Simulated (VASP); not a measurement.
Runs of VASP 6.6.1 on ZnSb2C. It takes space group P-4m2 (No. 115, tetragonal). Conventional cell: a = 3.827 Å, b = 3.827 Å, c = 5.971 Å, α = 90.00°, β = 90.00°, γ = 90.00°. Within 3.4 Å of Zn (site symmetry -4m2) lie 4 Sb at 2.58 Å. Sb (site symmetry 2mm) has 2 C at 2.28 Å and 2 Zn at 2.58 Å within 3.0 Å. Within 3.0 Å of C (site symmetry -4m2) lie 4 Sb at 2.28 Å. 

| k mesh | smearing | gap on the mesh (eV) | pressure (GPa) | largest force (eV/Å) |
| --- | --- | --- | --- | --- |
| 3 × 3 × 3 | fermi-dirac 0.02 eV | none | -0.2 | 0.93 |
| 4 × 4 × 4 | fermi-dirac 0.02 eV | none | -0.9 | (a) |
| 4 × 4 × 4 | gaussian 0.2 eV | none | -0.9 | 0.52 |
| 4 × 4 × 4 | methfessel-paxton 0.05 eV | none | -0.9 | (b) |

Alike in all rows: task single point; level PBEsol; potentials or basis VASP PAW PBE potentials, release 64 (Zn, Sb, C); no spin polarisation; cell as given; cutoff (eV) 520.

Estimate the missing entries.

(a) 0.54; (b) 0.56.

Caveats: all runs use coarse meshes; the PAW data sets were made with another functional, which shifts forces and pressure a little; spin-orbit coupling is left out, which moves the levels of the heavy elements.

A k mesh can miss the band edges, and the runs leave out spin-orbit coupling on Sb.

A gap of «none» marks levels without a gap at the run's occupations.
